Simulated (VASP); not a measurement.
# Ni (Fm-3m) in VASP: single point with PBE

Aim: the single point of Ni with PBE.

Everything below comes from runs of VASP 6.6.1. Logs are shortened: lines on timing, memory, paths and dates and some standing lists are left out, and cuts for length are marked.

## 1. The cell of the first run

It takes space group Fm-3m (No. 225, cubic). The conventional cell has a = 3.519 Å, b = 3.519 Å, c = 3.519 Å, α = 90.00°, β = 90.00°, γ = 90.00°. Within 3.3 Å of Ni (site symmetry m-3m) lie 12 Ni at 2.49 Å.

## 2. Single point, PBE, collinear spin, ferromagnetic start

The input, INCAR:

```
PREC = Accurate
ENCUT = 520
EDIFF = 1E-7
ISMEAR = -1
SIGMA = 0.05
LREAL = False
LASPH = True
NELM = 150
ALGO = Normal
ISIF = 2
LWAVE = False
LCHARG = False
ISPIN = 2
MAGMOM = 1
LORBIT = 11
LMAXMIX = 4
GGA = PE
NBANDS = 15
```

The input, KPOINTS:

```
Automatic mesh
0
Gamma
  21 21 21
```

The input, POSCAR:

```
Ni
1.0
    0.0000000000      1.7593077394      1.7593077394
    1.7593077394      0.0000000000      1.7593077394
    1.7593077394      1.7593077394      0.0000000000
Ni
1
Direct
    0.0000000000      0.0000000000      0.0000000000
```

Potentials or basis: VASP PAW PBE potentials, release 64 (Ni).

On the command line:

```console
cat potpaw_PBE.64/Ni/POTCAR > POTCAR
mpirun -np 1 vasp_std > vasp.out
```

OUTCAR:

```text
PREC = Accurate
   ENCUT = 520
   EDIFF = 1E-7
   ISMEAR = -1
   LREAL = False
   LASPH = True
   NELM = 150
   ISIF = 2
   ISPIN = 2
   LORBIT = 11
   GGA = PE

 ion  position               nearest neighbor table
   1  0.000  0.000  0.000-

  LATTYP: Found a face centered cubic cell.
 ALAT       =     3.5186154788

  Lattice vectors:

 A1 = (   0.0000000000,   1.7593077394,   1.7593077394)
 A2 = (   1.7593077394,   0.0000000000,   1.7593077394)
 A3 = (   1.7593077394,   1.7593077394,   0.0000000000)

Analysis of symmetry for initial positions (statically):
=====================================================================
 Subroutine PRICEL returns:
 Original cell was already a primitive cell.

 Routine SETGRP: Setting up the symmetry group for a
 face centered cubic supercell.

 Subroutine GETGRP returns: Found 48 space group operations
 (whereof 48 operations were pure point group operations)
 out of a pool of 48 trial point group operations.

The static configuration has the point symmetry O_h .

Analysis of symmetry for dynamics (positions and initial velocities):
=====================================================================
 Subroutine PRICEL returns:
 Original cell was already a primitive cell.

 Routine SETGRP: Setting up the symmetry group for a
 face centered cubic supercell.

 Subroutine GETGRP returns: Found 48 space group operations
 (whereof 48 operations were pure point group operations)
 out of a pool of 48 trial point group operations.

The dynamic configuration has the point symmetry O_h .

Analysis of structural, dynamic, and magnetic symmetry:
=====================================================================
 Subroutine PRICEL returns:
 Original cell was already a primitive cell.

 Routine SETGRP: Setting up the symmetry group for a
 face centered cubic supercell.

 Subroutine GETGRP returns: Found 48 space group operations
 (whereof 48 operations were pure point group operations)
 out of a pool of 48 trial point group operations.

The overall configuration has the point symmetry O_h .

 Subroutine INISYM returns: Found 48 space group operations
 (whereof 48 operations are pure point group operations),
 and found     1 'primitive' translations

----------------------------------------------------------------------------------------

                                     Primitive cell

  volume of cell :      10.8907

  direct lattice vectors                    reciprocal lattice vectors
     0.000000000  1.759307739  1.759307739    -0.284202695  0.284202695  0.284202695
     1.759307739  0.000000000  1.759307739     0.284202695 -0.284202695  0.284202695
     1.759307739  1.759307739  0.000000000     0.284202695  0.284202695 -0.284202695

  length of vectors
     2.488036865  2.488036865  2.488036865     0.492253507  0.492253507  0.492253507

  position of ions in fractional coordinates (direct lattice)
     0.000000000  0.000000000  0.000000000

  ion indices of the primitive-cell ions
   primitive index   ion index
                 1           1

----------------------------------------------------------------------------------------

 KPOINTS: Automatic mesh

Automatic generation of k-mesh.
 Grid dimensions read from file:
 generate k-points for:   21   21   21

 Generating k-lattice:

  Cartesian coordinates                     Fractional coordinates (reciprocal lattice)
    -0.013533462  0.013533462  0.013533462     0.047619048  0.000000000  0.000000000
     0.013533462 -0.013533462  0.013533462     0.000000000  0.047619048  0.000000000
     0.013533462  0.013533462 -0.013533462     0.000000000  0.000000000  0.047619048

  Length of vectors
     0.023440643  0.023440643  0.023440643

  Shift w.r.t. Gamma in fractional coordinates (k-lattice)
     0.000000000  0.000000000  0.000000000

 Subroutine IBZKPT returns following result:
 ===========================================

 Found    286 irreducible k-points:

 Following reciprocal coordinates:
            Coordinates               Weight
  0.000000  0.000000  0.000000      1.000000
  0.047619  0.000000  0.000000      8.000000
  0.095238  0.000000  0.000000      8.000000
  0.142857  0.000000  0.000000      8.000000
  0.190476  0.000000  0.000000      8.000000
  0.238095  0.000000  0.000000      8.000000
[... 16 lines left out ...]
 -0.428571  0.047619  0.000000     24.000000
 -0.380952  0.047619  0.000000     24.000000
 [... further k-points ...]
   k-points           NKPTS =    286   k-points in BZ     NKDIM =    286   number of bands    NBANDS=     15
   number of dos      NEDOS =    301   number of ions     NIONS =      1
   total plane-waves  NPLWV =   8000
   dimension x,y,z NGX =    20 NGY =   20 NGZ =   20
   dimension x,y,z NGXF=    40 NGYF=   40 NGZF=   40
   ions per type =               1
   NGX,Y,Z   is equivalent  to a cutoff of  13.36, 13.36, 13.36 a.u.
   NGXF,Y,Z  is equivalent  to a cutoff of  26.73, 26.73, 26.73 a.u.
 SYSTEM =  unknown system
   PREC   = accura    normal or accurate (medium, high low for compatibility)
   ISTART =      0    job   : 0-new  1-cont  2-samecut
   ICHARG =      2    charge: 1-file 2-atom 10-const
   ISPIN  =      2    spin polarized calculation?
   LNONCOLLINEAR =      F non collinear calculations
   LSORBIT =      F    spin-orbit coupling
   LASPH  =      T    aspherical Exc in radial PAW
   ENCUT  =  520.0 eV  38.22 Ry    6.18 a.u.   4.63  4.63  4.63*2*pi/ulx,y,z
   NELM   =    150;   NELMIN=  2; NELMDL= -5     # of ELM steps
   EDIFF  = 0.1E-06   stopping-criterion for ELM
   LREAL  =      F    real-space projection
   EDIFFG = 0.1E-05   stopping-criterion for IOM
   NSW    =      0    number of steps for IOM
   IBRION =     -1    ionic relax: 0-MD 1-quasi-New 2-CG
   NFREE  =      0    steps in history (QN), initial steepest desc. (CG)
   ISIF   =      2    stress and relaxation
   ISYM   =      2    0-nonsym 1-usesym 2-fastsym
   POTIM  = 0.5000    time-step for ionic-motion
   TEBEG  =    0.0;   TEEND  =   0.0 temperature during run
   PSTRESS=    0.0 pullay stress
   NELECT =      10.0000    total number of electrons
   NUPDOWN=      -1.0000    fix difference up-down
   EMIN   =  10.00;   EMAX   =-10.00  energy-range for DOS
   EFERMI =   0.00;   METHOD = LEGACY
   ISMEAR =    -1;   SIGMA  =   0.05  broadening in eV -4-tet -1-fermi 0-gaus
   EFERMI_NEDOS =   21; number of points for ismear=-14 and -15
   IALGO  =     38    algorithm
   IMIX   =      4    mixing-type and parameters
     AMIX     =   0.40;   BMIX     =  1.00
     AMIX_MAG =   1.60;   BMIX_MAG =  1.00
  volume/ion in A,a.u.               =      10.89        73.49
  Fermi-wavevector in a.u.,A,eV,Ry     =   1.591194  3.006920 34.448550  2.531897
  Thomas-Fermi vector in A             =   2.689772
   LORBIT       =     11    0 simple, 1 ext, 2 COOP (PROOUT), +10 PAW based schemes
   GGA     = PE    functional components
   LHFCALC =     F    Hartree Fock is set to
   AEXX    =    0.0000 exact exchange contribution
   IVDW    =     0    specifies the selected vdW correction
   LEPSILON=     F    determine dielectric tensor
   LRPA    =     F    only Hartree local field effects (RPA)
 spin polarized calculation
  energy-cutoff  :      520.00
  volume of cell :       10.89
 maximum number of plane-waves:       304
   NGX =  9   NGY =  9   NGZ =  9

 number of electron      10.0000009 magnetization       0.6110296

 Free energy of the ion-electron system (eV)
  ---------------------------------------------------
  ext. energy  EPLUGINS =         0.00000000
  ---------------------------------------------------
  free energy    TOTEN  =        -5.47725871 eV

  energy without entropy =       -5.46268326  energy(sigma->0) =       -5.46997098

 E-fermi :   9.3624     XC(G=0): -13.2493

 val. band max:        9.3617303052   @ k =  -0.3333   0.2857   0.0952
 cond. band min:       9.3642789608   @ k =   0.4286   0.2857   0.0476
 fundamental gap:      0.0025486556
 Fermi energy:         9.3623655404

 spin component 1

 k-point     1 :       0.0000    0.0000    0.0000
  band No.  band energies     occupation
      1       0.3598      1.00000
      2       6.9410      1.00000
      3       6.9410      1.00000
      4       6.9410      1.00000
      5       8.1171      1.00000
      6       8.1171      1.00000
      7      33.0774      0.00000
      8      36.9316      0.00000
      9      36.9316      0.00000
     10      36.9316      0.00000
     11      39.8681      0.00000
     12      39.8681      0.00000
     13      39.8681      0.00000
     14      42.8315      0.00000
     15      49.1226      0.00000

 k-point     2 :       0.0476    0.0000    0.0000
  band No.  band energies     occupation
      1       0.4486      1.00000
      2       6.9179      1.00000
      3       6.9610      1.00000
      4       6.9610      1.00000
      5       8.1084      1.00000
      6       8.1084      1.00000
      7      32.8157      0.00000
      8      35.6520      0.00000
      9      36.7055      0.00000
     10      36.7055      0.00000
     11      40.1976      0.00000
     12      40.1976      0.00000
     13      40.7378      0.00000
     14      43.5229      0.00000
     15      48.1606      0.00000
[... 365 lines left out ...]
      3       7.0072      1.00000
      4       8.0971      1.00000
      5       8.6831      1.00000
      6       9.3155      0.71846
      7      15.8126      0.00000
      8      31.0370      0.00000
      9      33.0919      0.00000
     10      34.0563      0.00000
     11      37.2586      0.00000
     12      38.3066      0.00000
     13      43.5525      0.00000
     14      53.4590      0.00000
     15      54.0045      0.00000

 k-point    24 :      -0.3810    0.0476    0.0000
  band No.  band energies     occupation
      1       4.3815      1.00000
      2       6.9935      1.00000
      3       7.0455      1.00000
      4       7.5842      1.00000
      5       8.5541      1.00000
      6       8.9422      0.99978
      7      17.3239      0.00000
      8      31.0698      0.00000
      9      33.2199      0.00000
     10      34.7718      0.00000
     11      37.1617      0.00000
     12      38.7443      0.00000
     13      43.3661      0.00000
     14      51.3579      0.00000
     15      52.5802      0.00000

 [... further k-points ...]

 spin component 2

 k-point     1 :       0.0000    0.0000    0.0000
  band No.  band energies     occupation
      1       0.3235      1.00000
      2       7.6789      1.00000
      3       7.6789      1.00000
      4       7.6789      1.00000
      5       8.6866      1.00000
      6       8.6866      1.00000
      7      32.9150      0.00000
      8      36.9109      0.00000
      9      36.9109      0.00000
     10      36.9109      0.00000
     11      39.9651      0.00000
     12      39.9651      0.00000
     13      39.9651      0.00000
     14      42.7100      0.00000
     15      49.3149      0.00000

 k-point     2 :       0.0476    0.0000    0.0000
  band No.  band energies     occupation
      1       0.4124      1.00000
      2       7.6528      1.00000
      3       7.6998      1.00000
      4       7.6998      1.00000
      5       8.6774      1.00000
      6       8.6774      1.00000
      7      32.6814      0.00000
      8      35.6433      0.00000
      9      36.7028      0.00000
     10      36.7028      0.00000
     11      40.2735      0.00000
     12      40.2735      0.00000
     13      40.7660      0.00000
     14      43.4365      0.00000
     15      48.3269      0.00000
[... 365 lines left out ...]
      3       7.6101      1.00000
      4       8.3715      1.00000
      5       9.4180      0.24733
      6       9.8200      0.00011
      7      16.1636      0.00000
      8      30.9542      0.00000
      9      33.1309      0.00000
     10      34.1379      0.00000
     11      37.2994      0.00000
     12      38.3309      0.00000
     13      43.6586      0.00000
     14      53.5245      0.00000
     15      54.4850      0.00000

 k-point    24 :      -0.3810    0.0476    0.0000
  band No.  band energies     occupation
      1       4.6749      1.00000
      2       7.5915      1.00000
      3       7.6549      1.00000
      4       7.8744      1.00000
      5       9.2774      0.84543
      6       9.5918      0.01007
      7      17.5999      0.00000
      8      31.0136      0.00000
      9      33.2356      0.00000
     10      34.8634      0.00000
     11      37.1951      0.00000
     12      38.7659      0.00000
     13      43.4463      0.00000
     14      51.4247      0.00000
     15      52.8469      0.00000

 [... further k-points ...]

------------------------ aborting loop because EDIFF is reached ----------------------------------------

  FORCE on cell =-STRESS in cart. coord.  units (eV):
  Direction    XX          YY          ZZ          XY          YZ          ZX
  --------------------------------------------------------------------------------------
  -------------------------------------------------------------------------------------
  Total       -0.0066391     -0.0066391     -0.0066391     -0.0000000      0.0000000     -0.0000000
  in kB       -0.9767073     -0.9767073     -0.9767073     -0.0000000      0.0000000     -0.0000000
  external PRESSURE =      -0.9767073 kB  Pullay stress =       0.0000000 kB

 VOLUME and BASIS-vectors are now :
 -----------------------------------------------------------------------------
  energy-cutoff  :      520.00
  volume of cell :       10.89
      direct lattice vectors                 reciprocal lattice vectors
     0.000000000  1.759307739  1.759307739    -0.284202695  0.284202695  0.284202695
     1.759307739  0.000000000  1.759307739     0.284202695 -0.284202695  0.284202695
     1.759307739  1.759307739  0.000000000     0.284202695  0.284202695 -0.284202695

 POSITION                                       TOTAL-FORCE (eV/Angst)
 -----------------------------------------------------------------------------------
      0.00000      0.00000      0.00000         0.000000      0.000000      0.000000
 -----------------------------------------------------------------------------------
    total drift:                               -0.000000     -0.000000     -0.000000

  FREE ENERGIE OF THE ION-ELECTRON SYSTEM (eV)
  ---------------------------------------------------
  free  energy   TOTEN  =        -5.4772587086 eV

  energy  without entropy=       -5.4626832568  energy(sigma->0) =       -5.46997098

 total charge

# of ion       s       p       d       tot
------------------------------------------
    1        0.497   0.496   8.315   9.308

 magnetization (x)

# of ion       s       p       d       tot
------------------------------------------
    1       -0.007  -0.025   0.655   0.623
```

Run time: 2 min. Hardware: 1 thread of AMD EPYC 7R43 (Zen 3), shared host; peak memory 0.15 GiB.

Results:

```yaml
Free_energy: -5.4773 eV
Pressure: -0.1 GPa
Net_moment: 0.61 μB per cell
Site_moments: Ni +0.62 μB
Valence_electrons_inside_the_program's_atomic_spheres: Ni 9.31
```

Levels at points of the mesh, in eV from the Fermi level:
Spin up:
```csv
k point,band 3,band 4,band 5,band 6,band 7,band 8
"(0.00, 0.00, 0.00)",-2.42,-2.42,-1.25,-1.25,23.72,27.57
```
Spin down:
```tsv
k point	band 3	band 4	band 5	band 6	band 7	band 8
(0.00, 0.00, 0.00)	-1.68	-1.68	-0.68	-0.68	23.55	27.55
```
